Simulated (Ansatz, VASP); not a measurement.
**Two plane-wave programs on Ni3I**

```
CELL_PARAMETERS angstrom
3.81251 0.00000 0.00000
0.00000 3.81251 0.00000
0.00000 0.00000 3.81251
ATOMIC_POSITIONS crystal
Ni 0.00000 0.50000 0.50000
Ni 0.50000 0.00000 0.50000
Ni 0.50000 0.50000 0.00000
I 0.00000 0.00000 0.00000
```

Alike in both runs: functional PBE; k mesh 4 × 4 × 4; occupations gaussian, width 0.1 eV; collinear spin.

Ansatz relaxed the structure, and its values are those at the end. VASP's run is a single point on that final structure, the one shown.

|  | VASP | Ansatz |
| --- | --- | --- |
| version | VASP 6.6.1 | Ansatz 0.2.0 |
| potentials or method | VASP PAW PBE potentials, release 64 (Ni, I), cutoff 520 eV | scalar-relativistic, plane waves, PAW |
| valence electrons in the cell | 37 | 71 |

|  | VASP | Ansatz | Ansatz less VASP |
| --- | --- | --- | --- |
| gap on the k mesh at the Fermi level (eV) | none | none | - |
| pressure (GPa) | -0.1 | 0.1 | +0.12 |
| net moment per atom (μB) | 0.20 | 0.22 | +0.020 |
| size of the moment on the site where the two differ most (μB) | 0.27 | 0.29 | +0.030 |

Site moments also hang on the region over which each program counts them. A gap of «none» marks a metal or a gap that the smearing closes. VASP's potentials hold 37 valence electrons a cell and Ansatz's 71, so a difference there can come from the potentials and not from the codes.

The k mesh is coarse, so the values compare programs but aren't converged. Neither program's run includes spin-orbit coupling.
